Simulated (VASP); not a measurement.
# C in VASP: single point with LDA

Aim: the single point of C with LDA.

All numbers are computed with VASP 6.6.1; they aren't measurements. Logs are shortened: lines on timing, memory, paths and dates and some standing lists are left out, and cuts for length are marked.

**1. The cell of the first run**

The typed cell holds 2 atoms: a = 3.595 Å, b = 3.595 Å, c = 3.595 Å, α = 39.76°, β = 39.76°, γ = 39.76°.

**2. Single point, LDA**

The input, INCAR:

```
SYSTEM = C
PREC = Accurate ; ENCUT = 520
EDIFF = 1E-6 ; ISMEAR = 0
SIGMA = 0.05 ; LREAL = .False.
LASPH = .True. ; NELM = 80
ALGO = Normal ; ISIF = 2
LWAVE = .False. ; LCHARG = .True.
LELF = .True. ; LVHAR = .True.
NBANDS = 11
```

The input, KPOINTS:

```
regular mesh
0
Gamma
  12 12 12
  0 0 0
```

The input, POSCAR:

```
C
1.0
    1.2227159722      0.7063443738      3.3064089221
   -1.2222544817      0.7063500035      3.3062373320
    0.0002367655     -1.4110877879      3.3059801010
C
2
Direct
    0.1665744617      0.1665687460      0.1665699705
    0.8334255383      0.8334312540      0.8334300295
```

Potentials or basis: VASP PAW LDA potentials, release 64 (C).

The run is started by

```sh
$ cat potpaw_LDA.64/C/POTCAR > POTCAR
$ mpirun -np 1 vasp_std > vasp.out
```

OUTCAR:

```text
SYSTEM = C
   PREC = Accurate
   ENCUT = 520
   EDIFF = 1E-6
   ISMEAR = 0
   LREAL = .False.
   LASPH = .True.
   NELM = 80
   ISIF = 2

 ion  position               nearest neighbor table
   1  0.167  0.167  0.167-   2 1.41   2 1.41   2 1.41
   2  0.833  0.833  0.833-   1 1.41   1 1.41   1 1.41

  Warning from LATTYP: Got some problem with cell dimensions!
  Tried to take original basis but could not verify dimensions!
  LATTYP: Found a triclinic cell.
 ALAT       =     2.4450005554
 B/A-ratio  =     0.9999876910
 C/A-ratio  =     1.4701566389
 COS(alpha) =     0.0001313191
 COS(beta)  =     0.3399081799
 COS(gamma) =     0.4999982920

  Lattice vectors:

 A1 = (   1.2224912472,  -2.1174377914,  -0.0002572310)
 A2 = (   2.4449704539,  -0.0000056297,   0.0001715901)
 A3 = (   0.0002367655,  -1.4110877879,   3.3059801010)

Analysis of symmetry for initial positions (statically):
=====================================================================
 Subroutine PRICEL returns:
 Original cell was already a primitive cell.

 Routine SETGRP: Setting up the symmetry group for a
 triclinic supercell.

 Subroutine GETGRP returns: Found  2 space group operations
 (whereof  2 operations were pure point group operations)
 out of a pool of  2 trial point group operations.

The static configuration has the point symmetry S_2 .

Analysis of symmetry for dynamics (positions and initial velocities):
=====================================================================
 Subroutine PRICEL returns:
 Original cell was already a primitive cell.

 Routine SETGRP: Setting up the symmetry group for a
 triclinic supercell.

 Subroutine GETGRP returns: Found  2 space group operations
 (whereof  2 operations were pure point group operations)
 out of a pool of  2 trial point group operations.

The dynamic configuration has the point symmetry S_2 .

 Subroutine INISYM returns: Found  2 space group operations
 (whereof  2 operations are pure point group operations),
 and found     1 'primitive' translations

----------------------------------------------------------------------------------------

                                     Primitive cell

  volume of cell :      17.1165

  direct lattice vectors                    reciprocal lattice vectors
     1.222715972  0.706344374  3.306408922     0.408996370  0.236119601  0.100753374
    -1.222254482  0.706350003  3.306237332    -0.409009429  0.236117266  0.100810961
     0.000236766 -1.411087788  3.305980101    -0.000008168 -0.472285865  0.100896912

  length of vectors
     3.595315936  3.595002314  3.594533799     0.482888951  0.482910888  0.482943191

  position of ions in fractional coordinates (direct lattice)
     0.166574462  0.166568746  0.166569970
     0.833425538  0.833431254  0.833430030

  ion indices of the primitive-cell ions
   primitive index   ion index
                 1           1
                 2           2

----------------------------------------------------------------------------------------

 KPOINTS: regular mesh

Automatic generation of k-mesh.
 Grid dimensions read from file:
 generate k-points for:   12   12   12

 Generating k-lattice:

  Cartesian coordinates                     Fractional coordinates (reciprocal lattice)
     0.034083031  0.019676633  0.008396114     0.083333333 -0.000000000  0.000000000
    -0.034084119  0.019676439  0.008400913     0.000000000  0.083333333 -0.000000000
    -0.000000681 -0.039357155  0.008408076    -0.000000000 -0.000000000  0.083333333

  Length of vectors
     0.040240746  0.040242574  0.040245266

  Shift w.r.t. Gamma in fractional coordinates (k-lattice)
     0.000000000  0.000000000  0.000000000

 Subroutine IBZKPT returns following result:
 ===========================================

 Found    868 irreducible k-points:

 Following reciprocal coordinates:
            Coordinates               Weight
  0.000000  0.000000  0.000000      1.000000
  0.083333 -0.000000 -0.000000      2.000000
 -0.000000 -0.083333  0.000000      2.000000
  0.166667 -0.000000  0.000000      2.000000
 -0.000000 -0.166667  0.000000      2.000000
  0.250000 -0.000000  0.000000      2.000000
[... 16 lines left out ...]
  0.500000  0.083333  0.000000      2.000000
 -0.083333  0.500000  0.000000      2.000000
 [... further k-points ...]
   k-points           NKPTS =    868   k-points in BZ     NKDIM =    868   number of bands    NBANDS=     11
   number of dos      NEDOS =    301   number of ions     NIONS =      2
   total plane-waves  NPLWV =  21952
   dimension x,y,z NGX =    28 NGY =   28 NGZ =   28
   dimension x,y,z NGXF=    56 NGYF=   56 NGZF=   56
   ions per type =               2
   NGX,Y,Z   is equivalent  to a cutoff of  12.95, 12.95, 12.95 a.u.
   NGXF,Y,Z  is equivalent  to a cutoff of  25.89, 25.90, 25.90 a.u.
 SYSTEM =  C
   PREC   = accura    normal or accurate (medium, high low for compatibility)
   ISTART =      0    job   : 0-new  1-cont  2-samecut
   ICHARG =      2    charge: 1-file 2-atom 10-const
   ISPIN  =      1    spin polarized calculation?
   LNONCOLLINEAR =      F non collinear calculations
   LSORBIT =      F    spin-orbit coupling
   LASPH  =      T    aspherical Exc in radial PAW
   ENCUT  =  520.0 eV  38.22 Ry    6.18 a.u.   6.68  6.68  6.68*2*pi/ulx,y,z
   NELM   =     80;   NELMIN=  2; NELMDL= -5     # of ELM steps
   EDIFF  = 0.1E-05   stopping-criterion for ELM
   LREAL  =      F    real-space projection
   EDIFFG = 0.1E-04   stopping-criterion for IOM
   NSW    =      0    number of steps for IOM
   IBRION =     -1    ionic relax: 0-MD 1-quasi-New 2-CG
   NFREE  =      0    steps in history (QN), initial steepest desc. (CG)
   ISIF   =      2    stress and relaxation
   ISYM   =      2    0-nonsym 1-usesym 2-fastsym
   POTIM  = 0.5000    time-step for ionic-motion
   TEBEG  =    0.0;   TEEND  =   0.0 temperature during run
   PSTRESS=    0.0 pullay stress
   NELECT =       8.0000    total number of electrons
   NUPDOWN=      -1.0000    fix difference up-down
   EMIN   =  10.00;   EMAX   =-10.00  energy-range for DOS
   EFERMI =   0.00;   METHOD = LEGACY
   ISMEAR =     0;   SIGMA  =   0.05  broadening in eV -4-tet -1-fermi 0-gaus
   EFERMI_NEDOS =   21; number of points for ismear=-14 and -15
   IALGO  =     38    algorithm
   IMIX   =      4    mixing-type and parameters
     AMIX     =   0.40;   BMIX     =  1.00
     AMIX_MAG =   1.60;   BMIX_MAG =  1.00
  volume/ion in A,a.u.               =       8.56        57.75
  Fermi-wavevector in a.u.,A,eV,Ry     =   1.270477  2.400854 21.961328  1.614112
  Thomas-Fermi vector in A             =   2.403462
   LORBIT       =      0    0 simple, 1 ext, 2 COOP (PROOUT), +10 PAW based schemes
   GGA     = CA    functional components
   LHFCALC =     F    Hartree Fock is set to
   AEXX    =    0.0000 exact exchange contribution
   IVDW    =     0    specifies the selected vdW correction
   LEPSILON=     F    determine dielectric tensor
   LRPA    =     F    only Hartree local field effects (RPA)
 non-spin polarized calculation
 Gauss-broadening in eV      SIGMA  =   0.05
  energy-cutoff  :      520.00
  volume of cell :       17.12
 maximum number of plane-waves:       474
   NGX = 13   NGY = 13   NGZ = 13

 number of electron       8.0000000 magnetization

 Free energy of the ion-electron system (eV)
  ---------------------------------------------------
  ext. energy  EPLUGINS =         0.00000000
  ---------------------------------------------------
  free energy    TOTEN  =       -20.22326038 eV

  energy without entropy =      -20.22326038  energy(sigma->0) =      -20.22326038

 E-fermi :   4.7763     XC(G=0): -10.8990

 val. band max:        4.4678686728   @ k =  -0.3333   0.3333   0.0000
 cond. band min:       5.1922308940   @ k =   0.0000   0.3333  -0.3333
 fundamental gap:      0.7243622212
 Fermi energy:         4.7762682372

 k-point     1 :       0.0000    0.0000    0.0000
  band No.  band energies     occupation
      1     -14.8096      2.00000
      2      -1.7827      2.00000
      3       1.8593      2.00000
      4       1.8597      2.00000
      5       8.7577      0.00000
      6      13.3311      0.00000
      7      13.3318      0.00000
      8      16.3832      0.00000
      9      18.3630      0.00000
     10      27.5838      0.00000
     11      30.6553      0.00000

 k-point     2 :       0.0833   -0.0000   -0.0000
  band No.  band energies     occupation
      1     -14.6400      2.00000
      2      -1.6119      2.00000
      3       1.2191      2.00000
      4       1.5154      2.00000
      5       8.9997      0.00000
      6      13.4210      0.00000
      7      14.0373      0.00000
      8      15.7962      0.00000
      9      18.6266      0.00000
     10      28.0994      0.00000
     11      29.2344      0.00000

 k-point     3 :      -0.0000   -0.0833    0.0000
  band No.  band energies     occupation
      1     -14.6400      2.00000
      2      -1.6120      2.00000
      3       1.2194      2.00000
      4       1.5151      2.00000
      5       8.9998      0.00000
      6      13.4207      0.00000
      7      14.0378      0.00000
      8      15.7963      0.00000
      9      18.6266      0.00000
     10      28.0996      0.00000
     11      29.2329      0.00000

 k-point     4 :       0.1667   -0.0000    0.0000
  band No.  band energies     occupation
      1     -14.1326      2.00000
      2      -1.1026      2.00000
      3      -0.4054      2.00000
      4       0.7103      2.00000
      5       9.7227      0.00000
      6      13.4523      0.00000
      7      14.2632      0.00000
      8      15.9084      0.00000
      9      19.4426      0.00000
     10      26.4613      0.00000
     11      28.8469      0.00000
[... 239 lines left out ...]
 k-point    22 :      -0.0833   -0.4167   -0.0000
  band No.  band energies     occupation
      1     -11.3027      2.00000
      2      -5.7623      2.00000
      3      -1.7121      2.00000
      4       1.4245      2.00000
      5       8.8104      0.00000
      6      13.5852      0.00000
      7      14.2059      0.00000
      8      19.1329      0.00000
      9      21.4743      0.00000
     10      23.3679      0.00000
     11      26.7703      0.00000

 k-point    23 :       0.5000    0.0833    0.0000
  band No.  band energies     occupation
      1      -9.7568      2.00000
      2      -7.7675      2.00000
      3      -2.0437      2.00000
      4       2.6525      2.00000
      5       7.1314      0.00000
      6      13.5325      0.00000
      7      16.0294      0.00000
      8      17.6124      0.00000
      9      21.4119      0.00000
     10      24.4882      0.00000
     11      27.1609      0.00000

 k-point    24 :      -0.0833    0.5000    0.0000
  band No.  band energies     occupation
      1      -9.7568      2.00000
      2      -7.7673      2.00000
      3      -2.0438      2.00000
      4       2.6514      2.00000
      5       7.1307      0.00000
      6      13.5326      0.00000
      7      16.0306      0.00000
      8      17.6142      0.00000
      9      21.4132      0.00000
     10      24.4885      0.00000
     11      27.1603      0.00000

 [... further k-points ...]
[... 5 lines left out ...]
  --------------------------------------------------------------------------------------
  -------------------------------------------------------------------------------------
  Total        0.1399834      0.1386680     -0.0150816      0.0004272     -0.0001736     -0.0000740
  in kB       13.1030734     12.9799450     -1.4117077      0.0399866     -0.0162520     -0.0069256
  external PRESSURE =       8.2237702 kB  Pullay stress =       0.0000000 kB

 VOLUME and BASIS-vectors are now :
 -----------------------------------------------------------------------------
  energy-cutoff  :      520.00
  volume of cell :       17.12
      direct lattice vectors                 reciprocal lattice vectors
     1.222715972  0.706344374  3.306408922     0.408996370  0.236119601  0.100753374
    -1.222254482  0.706350003  3.306237332    -0.409009429  0.236117266  0.100810961
     0.000236766 -1.411087788  3.305980101    -0.000008168 -0.472285865  0.100896912

 POSITION                                       TOTAL-FORCE (eV/Angst)
 -----------------------------------------------------------------------------------
      0.00012      0.00027      1.65216        -0.000858     -0.000416     -0.000084
      0.00057      0.00134      8.26647         0.000858      0.000416      0.000084
 -----------------------------------------------------------------------------------
    total drift:                               -0.000000     -0.000000      0.000000

  FREE ENERGIE OF THE ION-ELECTRON SYSTEM (eV)
  ---------------------------------------------------
  free  energy   TOTEN  =       -20.2232603784 eV

  energy  without entropy=      -20.2232603784  energy(sigma->0) =      -20.22326038
```

Wall time 3.5 min (1 thread of Intel Xeon Platinum 8259CL at 2.50GHz (Skylake/Cascade Lake), shared host); peak memory 0.24 GiB.

Results:

```yaml
Free_energy: -20.2233 eV
Pressure: 0.8 GPa
```

Stress tensor (GPa, compression positive):
```
 1.31  0.00  0.00
 0.00  1.30  0.00
 0.00  0.00 -0.14
```
